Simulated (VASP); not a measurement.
Here is a VASP 6.6.1 calculation.

File INCAR:

```
SYSTEM = Be2Se
PREC = Accurate
ENCUT = 520
EDIFF = 1E-6
ISMEAR = 0
SIGMA = 0.1
LREAL = .False.
LASPH = .True.
NELM = 60
ALGO = Normal
ISIF = 2
LWAVE = .False.
LCHARG = .False.
GGA = PE
NBANDS = 19
```

KPOINTS

```
regular mesh
0
Gamma
  4 4 6
  0 0 0
```

The input POSCAR:

```
Be2Se
1.0
    5.0051944584      0.0000000000      0.0000000000
    0.0000000000      5.1575962127      0.0000000000
    0.0000000000      0.0000000000      3.3688808854
Be Se
4 2
Direct
    0.2250000000      0.8250000000      0.5000000000
    0.7250000000      0.6750000000      0.0000000000
    0.7750000000      0.1750000000      0.5000000000
    0.2750000000      0.3250000000      0.0000000000
    0.5000000000      0.5000000000      0.5000000000
    0.0000000000      0.0000000000      0.0000000000
```

Potentials or basis: VASP PAW PBE potentials, release 64 (Be, Se).

The run is started by

```bash
$ cat potpaw_PBE.64/Be/POTCAR potpaw_PBE.64/Se/POTCAR > POTCAR
$ mpirun -np 1 vasp_std > vasp.out
```

(1) What does it give for the largest force?

(2) Estimate the pressure.

(3) What does it give for the band gap on the k mesh?

Results:

(1) 0.615 eV/Å.

(2) 8.9 GPa.

(3) zero (band 10 reaches 6.64 eV, above the bottom of band 11 at 5.23 eV).
